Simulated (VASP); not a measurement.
# NaCl (Fm-3m) in VASP: further runs

Runs on NaCl. Level: LDA. Tasks: single point, relaxation of cell and atoms.

Everything below comes from runs of VASP 6.6.1. Logs are shortened: lines on timing, memory, paths and dates and some standing lists are left out, and cuts for length are marked.

## Step 1: The cell of the first run

The structure is cubic, space group Fm-3m (No. 225). Conventional cell: a = 5.464 Å, b = 5.464 Å, c = 5.464 Å, α = 90.00°, β = 90.00°, γ = 90.00°. Within 3.6 Å of Na (site symmetry m-3m) lie 6 Cl at 2.73 Å. Within 3.6 Å of Cl (site symmetry m-3m) lie 6 Na at 2.73 Å.

## Step 2: Single point, LDA

INCAR reads:

```
PREC = Accurate ; ENCUT = 520
EDIFF = 1E-7 ; ISMEAR = 0
SIGMA = 0.02 ; LREAL = F
LASPH = T ; NELM = 100
ALGO = Normal ; ISIF = 2
LWAVE = F ; LCHARG = T
GGA = CA ; LELF = T
LVHAR = T ; NBANDS = 14
```

KPOINTS reads:

```
Automatic mesh
0
Gamma
  8 8 8
```

POSCAR reads:

```
NaCl
1.0
    0.0000000000      2.7317948455      2.7317948455
    2.7317948455      0.0000000000      2.7317948455
    2.7317948455      2.7317948455      0.0000000000
Na Cl
1 1
Direct
    0.0000000000      0.0000000000      0.0000000000
    0.5000000000      0.5000000000      0.5000000000
```

Potentials or basis: VASP PAW LDA potentials, release 64 (Na_pv, Cl).

Run with:

```console
$ cat potpaw_LDA.64/Na_pv/POTCAR potpaw_LDA.64/Cl/POTCAR > POTCAR
$ mpirun -np 1 vasp_std > vasp.out
```

OUTCAR:

```text
PREC = Accurate
   ENCUT = 520
   EDIFF = 1E-7
   ISMEAR = 0
   LREAL = F
   LASPH = T
   NELM = 100
   ISIF = 2
   GGA = CA

 ion  position               nearest neighbor table
   1  0.000  0.000  0.000-
   2  0.500  0.500  0.500-

  LATTYP: Found a face centered cubic cell.
 ALAT       =     5.4635896910

  Lattice vectors:

 A1 = (   0.0000000000,   2.7317948455,   2.7317948455)
 A2 = (   2.7317948455,   0.0000000000,   2.7317948455)
 A3 = (   2.7317948455,   2.7317948455,   0.0000000000)

Analysis of symmetry for initial positions (statically):
=====================================================================
 Subroutine PRICEL returns:
 Original cell was already a primitive cell.

 Routine SETGRP: Setting up the symmetry group for a
 face centered cubic supercell.

 Subroutine GETGRP returns: Found 48 space group operations
 (whereof 48 operations were pure point group operations)
 out of a pool of 48 trial point group operations.

The static configuration has the point symmetry O_h .

Analysis of symmetry for dynamics (positions and initial velocities):
=====================================================================
 Subroutine PRICEL returns:
 Original cell was already a primitive cell.

 Routine SETGRP: Setting up the symmetry group for a
 face centered cubic supercell.

 Subroutine GETGRP returns: Found 48 space group operations
 (whereof 48 operations were pure point group operations)
 out of a pool of 48 trial point group operations.

The dynamic configuration has the point symmetry O_h .

 Subroutine INISYM returns: Found 48 space group operations
 (whereof 48 operations are pure point group operations),
 and found     1 'primitive' translations

----------------------------------------------------------------------------------------

                                     Primitive cell

  volume of cell :      40.7731

  direct lattice vectors                    reciprocal lattice vectors
     0.000000000  2.731794846  2.731794846    -0.183029850  0.183029850  0.183029850
     2.731794846  0.000000000  2.731794846     0.183029850 -0.183029850  0.183029850
     2.731794846  2.731794846  0.000000000     0.183029850  0.183029850 -0.183029850

  length of vectors
     3.863341320  3.863341320  3.863341320     0.317016999  0.317016999  0.317016999

  position of ions in fractional coordinates (direct lattice)
     0.000000000  0.000000000  0.000000000
     0.500000000  0.500000000  0.500000000
[... 81 lines left out ...]
   IBRION =     -1    ionic relax: 0-MD 1-quasi-New 2-CG
   NFREE  =      0    steps in history (QN), initial steepest desc. (CG)
   ISIF   =      2    stress and relaxation
   ISYM   =      2    0-nonsym 1-usesym 2-fastsym
   POTIM  = 0.5000    time-step for ionic-motion
   TEBEG  =    0.0;   TEEND  =   0.0 temperature during run
   PSTRESS=    0.0 pullay stress
   NELECT =      14.0000    total number of electrons
   NUPDOWN=      -1.0000    fix difference up-down
   EMIN   =  10.00;   EMAX   =-10.00  energy-range for DOS
   EFERMI =   0.00;   METHOD = LEGACY
   ISMEAR =     0;   SIGMA  =   0.02  broadening in eV -4-tet -1-fermi 0-gaus
   EFERMI_NEDOS =   21; number of points for ismear=-14 and -15
   IALGO  =     38    algorithm
   IMIX   =      4    mixing-type and parameters
     AMIX     =   0.40;   BMIX     =  1.00
     AMIX_MAG =   1.60;   BMIX_MAG =  1.00
  volume/ion in A,a.u.               =      20.39       137.58
  Fermi-wavevector in a.u.,A,eV,Ry     =   1.146373  2.166332 17.880395  1.314172
  Thomas-Fermi vector in A             =   2.283058
   LORBIT       =      0    0 simple, 1 ext, 2 COOP (PROOUT), +10 PAW based schemes
   GGA     = CA    functional components
   LHFCALC =     F    Hartree Fock is set to
   AEXX    =    0.0000 exact exchange contribution
   IVDW    =     0    specifies the selected vdW correction
   LEPSILON=     F    determine dielectric tensor
   LRPA    =     F    only Hartree local field effects (RPA)
 non-spin polarized calculation
 Gauss-broadening in eV      SIGMA  =   0.02
  energy-cutoff  :      520.00
  volume of cell :       40.77
 maximum number of plane-waves:      1121
 NGX is ok and might be reduce to    30
   NGX = 15   NGY = 15   NGZ = 15

 number of electron      13.9999993 magnetization

 Free energy of the ion-electron system (eV)
  ---------------------------------------------------
  ext. energy  EPLUGINS =         0.00000000
  ---------------------------------------------------
  free energy    TOTEN  =        -7.38920297 eV

  energy without entropy =       -7.38920297  energy(sigma->0) =       -7.38920297

 E-fermi :  -0.1935     XC(G=0):  -9.1397

 val. band max:       -0.3548697662   @ k =   0.0000   0.0000   0.0000
 cond. band min:       4.7276821890   @ k =   0.0000   0.0000   0.0000
 fundamental gap:      5.0825519553
 Fermi energy:        -0.1934891957

 k-point     1 :       0.0000    0.0000    0.0000
  band No.  band energies     occupation
      1     -20.9819      2.00000
      2     -20.9819      2.00000
      3     -20.9819      2.00000
      4     -13.1799      2.00000
      5      -0.3549      2.00000
      6      -0.3549      2.00000
      7      -0.3549      2.00000
      8       4.7277      0.00000
      9      10.5749      0.00000
     10      10.5749      0.00000
     11      10.5749      0.00000
     12      12.9330      0.00000
     13      12.9330      0.00000
     14      14.4618      0.00000
[... 377 lines left out ...]
      1     -21.0207      2.00000
      2     -20.9949      2.00000
      3     -20.9888      2.00000
      4     -12.6684      2.00000
      5      -2.3662      2.00000
      6      -1.3006      2.00000
      7      -0.8684      2.00000
      8       7.8578      0.00000
      9       9.2212      0.00000
     10      10.0020      0.00000
     11      11.4196      0.00000
     12      14.1816      0.00000
     13      15.5838      0.00000
     14      16.7268      0.00000

 [... further k-points ...]
[... 5 lines left out ...]
  --------------------------------------------------------------------------------------
  -------------------------------------------------------------------------------------
  Total        0.0030066      0.0030066      0.0030066     -0.0000000      0.0000000     -0.0000000
  in kB        0.1181431      0.1181431      0.1181431     -0.0000000      0.0000000     -0.0000000
  external PRESSURE =       0.1181431 kB  Pullay stress =       0.0000000 kB

 VOLUME and BASIS-vectors are now :
 -----------------------------------------------------------------------------
  energy-cutoff  :      520.00
  volume of cell :       40.77
      direct lattice vectors                 reciprocal lattice vectors
     0.000000000  2.731794846  2.731794846    -0.183029850  0.183029850  0.183029850
     2.731794846  0.000000000  2.731794846     0.183029850 -0.183029850  0.183029850
     2.731794846  2.731794846  0.000000000     0.183029850  0.183029850 -0.183029850

 POSITION                                       TOTAL-FORCE (eV/Angst)
 -----------------------------------------------------------------------------------
      0.00000      0.00000      0.00000         0.000000      0.000000      0.000000
      2.73179      2.73179      2.73179        -0.000000     -0.000000     -0.000000
 -----------------------------------------------------------------------------------
    total drift:                               -0.000000      0.000000      0.000000

  FREE ENERGIE OF THE ION-ELECTRON SYSTEM (eV)
  ---------------------------------------------------
  free  energy   TOTEN  =        -7.3892029666 eV

  energy  without entropy=       -7.3892029666  energy(sigma->0) =       -7.38920297
```

OSZICAR:

```text
N       E                     dE             d eps       ncg     rms          rms(c)
DAV:   1     0.102244814626E+03    0.10224E+03   -0.70927E+03   812   0.100E+03
DAV:   2     0.200226803876E+00   -0.10204E+03   -0.94662E+02   886   0.280E+02
DAV:   3    -0.746188079210E+01   -0.76621E+01   -0.76210E+01  1034   0.713E+01
DAV:   4    -0.757353469226E+01   -0.11165E+00   -0.11162E+00   974   0.916E+00
DAV:   5    -0.757574837629E+01   -0.22137E-02   -0.22136E-02  1028   0.132E+00    0.209E+00
DAV:   6    -0.741038614541E+01    0.16536E+00   -0.24478E-01  1010   0.333E+00    0.153E+00
DAV:   7    -0.739094086051E+01    0.19445E-01   -0.52249E-02  1096   0.143E+00    0.994E-01
DAV:   8    -0.738934770777E+01    0.15932E-02   -0.47915E-03   986   0.653E-01    0.314E-01
DAV:   9    -0.738921270214E+01    0.13501E-03   -0.20780E-04  1022   0.113E-01    0.147E-01
DAV:  10    -0.738920376234E+01    0.89398E-05   -0.10120E-04  1034   0.914E-02    0.804E-03
DAV:  11    -0.738920295742E+01    0.80492E-06   -0.44578E-06  1052   0.245E-02    0.198E-03
DAV:  12    -0.738920296664E+01   -0.92234E-08   -0.19577E-07   956   0.573E-03
   1 F= -.73892030E+01 E0= -.73892030E+01  d E =-.349723E-32
```

Wall time 32 s (1 thread of Intel Xeon 8259CL, shared host); peak memory 0.15 GiB.

What came out:

- Free energy: -7.3892 eV
- Pressure: 0.0 GPa
- Band gap on the k mesh: 5.08 eV

Levels at points of the mesh, in eV from the valence-band top:
```csv
k point,band 4,band 5,band 6,band 7,band 8,band 9,band 10,band 11
"(0.00, 0.00, 0.00)",-12.82,0.00,0.00,0.00,5.08,10.93,10.93,10.93
"(0.50, 0.00, 0.00)",-12.35,-2.34,-0.33,-0.33,7.05,10.90,10.90,11.05
"(0.50, 0.50, 0.00)",-12.30,-2.01,-0.72,-0.72,7.44,7.63,11.63,15.19
```

## Step 3: Relaxation of cell and atoms, LDA

This run uses another cell than the first one, of 23.08 Å³/atom.

INCAR reads:

```
SYSTEM = NaCl
PREC = Accurate
ENCUT = 600
EDIFF = 1E-6
ISMEAR = 0
SIGMA = 0.02
LREAL = .FALSE.
LASPH = .TRUE.
NELM = 100
ALGO = Normal
ISIF = 3
LWAVE = .FALSE.
LCHARG = .FALSE.
GGA = CA
IBRION = 2
NSW = 70
EDIFFG = -0.005
```

KPOINTS reads:

```
regular mesh
0
G
  8 8 8
  0 0 0
```

POSCAR reads:

```
NaCl
1.0
    0.0000000000      2.8470933557      2.8470933557
    2.8470933557      0.0000000000      2.8470933557
    2.8470933557      2.8470933557      0.0000000000
Na Cl
1 1
Direct
    0.0000000000      0.0000000000      0.0000000000
    0.5000000000      0.5000000000      0.5000000000
```

Potentials or basis: VASP PAW LDA potentials, release 64 (Na_pv, Cl).

Run with:

```console
$ cat potpaw_LDA.64/Na_pv/POTCAR potpaw_LDA.64/Cl/POTCAR > POTCAR
$ mpirun -np 1 vasp_std > vasp.out
```

OUTCAR:

```text
SYSTEM = NaCl
   PREC = Accurate
   ENCUT = 600
   EDIFF = 1E-6
   ISMEAR = 0
   LREAL = .FALSE.
   LASPH = .TRUE.
   NELM = 100
   ISIF = 3
   GGA = CA
   IBRION = 2
   NSW = 70
   EDIFFG = -0.005

 ion  position               nearest neighbor table
   1  0.000  0.000  0.000-
   2  0.500  0.500  0.500-

  LATTYP: Found a face centered cubic cell.
 ALAT       =     5.6941867114

  Lattice vectors:

 A1 = (   0.0000000000,   2.8470933557,   2.8470933557)
 A2 = (   2.8470933557,   0.0000000000,   2.8470933557)
 A3 = (   2.8470933557,   2.8470933557,   0.0000000000)

Analysis of symmetry for initial positions (statically):
=====================================================================
 Subroutine PRICEL returns:
[... 622 lines left out ...]

[... ionic steps 4 to 10 ...]

--------------------------------------- Ionic step       11  -------------------------------------------

 number of electron      14.0000002 magnetization

------------------------ aborting loop because EDIFF is reached ----------------------------------------
[... 67 lines left out ...]
--------------------------------------- Ionic step       13  -------------------------------------------

 number of electron      14.0000002 magnetization

 Free energy of the ion-electron system (eV)
  ---------------------------------------------------
  ext. energy  EPLUGINS =         0.00000000
  ---------------------------------------------------
  free energy    TOTEN  =        -7.38989124 eV

  energy without entropy =       -7.38989124  energy(sigma->0) =       -7.38989124

 E-fermi :  -0.2188     XC(G=0):  -9.1286

 val. band max:       -0.3716478330   @ k =   0.0000   0.0000   0.0000
 cond. band min:       4.7004844397   @ k =   0.0000   0.0000   0.0000
 fundamental gap:      5.0721322726
 Fermi energy:        -0.2187530433

 k-point     1 :       0.0000    0.0000    0.0000
  band No.  band energies     occupation
      1     -21.0019      2.00000
      2     -21.0019      2.00000
      3     -21.0019      2.00000
      4     -13.1894      2.00000
      5      -0.3716      2.00000
      6      -0.3716      2.00000
      7      -0.3716      2.00000
      8       4.7005      0.00000
      9      10.5563      0.00000
     10      10.5563      0.00000
     11      10.5563      0.00000
[... 351 lines left out ...]
  FREE ENERGIE OF THE ION-ELECTRON SYSTEM (eV)
  ---------------------------------------------------
  free  energy   TOTEN  =        -7.3898912382 eV

  energy  without entropy=       -7.3898912382  energy(sigma->0) =       -7.38989124

 reached required accuracy - stopping structural energy minimisation
```

CONTCAR:

```text
NaCl
   1.00000000000000
     0.0000000000000000    2.7340535199771181    2.7340535199771181
     2.7340535199771181    0.0000000000000000    2.7340535199771181
     2.7340535199771181    2.7340535199771181    0.0000000000000000
  Na              Cl
     1     1
Direct
     0.0000000000000000    0.0000000000000000    0.0000000000000000
     0.5000000000000000    0.5000000000000000    0.5000000000000000

  0.00000000E+00  0.00000000E+00  0.00000000E+00
  0.00000000E+00  0.00000000E+00  0.00000000E+00
```

Run time: 89 s. Hardware: 1 thread of Intel Xeon 8259CL, shared host; peak memory 0.16 GiB.

What came out:

- Free energy: -7.3899 eV
- Relaxed volume: 20.44 Å³/atom
- Relaxed cell: a = 3.867 Å, b = 3.867 Å, c = 3.867 Å, α = 60.00°, β = 60.00°, γ = 60.00°
- Space group after relaxing (to 0.1 Å): Fm-3m (No. 225)
- Energy gained by relaxing: 27.6 meV/atom
- Ionic steps: 13
- Pressure after relaxing: 0.0 GPa
- Band gap on the k mesh: 5.07 eV

The path:
```csv
step,energy change (eV),largest force (eV/Å),pressure (GPa),volume (Å³)
1,0.0000,0.0000,-2.94,46.16
2,-0.0409,0.0000,-1.82,43.38
3,-0.0490,0.0000,1.15,39.28
4,-0.0553,0.0000,0.12,40.75
5,-0.0553,0.0000,-0.11,40.92
6,-0.0553,0.0000,-0.11,40.92
7,-0.0553,0.0000,-0.06,40.91
8,-0.0553,0.0000,-0.07,40.91
9,-0.0553,0.0000,-0.08,40.91
10,-0.0553,0.0000,-0.08,40.91
11,-0.0553,0.0000,-0.09,40.90
12,-0.0553,0.0000,-0.04,40.89
13,-0.0553,0.0000,-0.03,40.87
```

Final structure:
```xyz
2
Lattice="0.0000 2.7341 2.7341 2.7341 0.0000 2.7341 2.7341 2.7341 0.0000" Properties=species:S:1:pos:R:3 pbc="T T T"
Na    0.0000    0.0000    0.0000
Cl    2.7341    2.7341    2.7341
```

Levels at points of the mesh, in eV from the valence-band top:
```
           k point  band 5  band 6  band 7  band 8  band 9  band 10
(0.00, 0.00, 0.00)    0.00    0.00    0.00    5.07   10.93    10.93
(0.50, 0.00, 0.00)   -2.33   -0.33   -0.33    7.05   10.89    10.89
(0.50, 0.50, 0.00)   -2.01   -0.72   -0.72    7.43    7.64    11.61
```
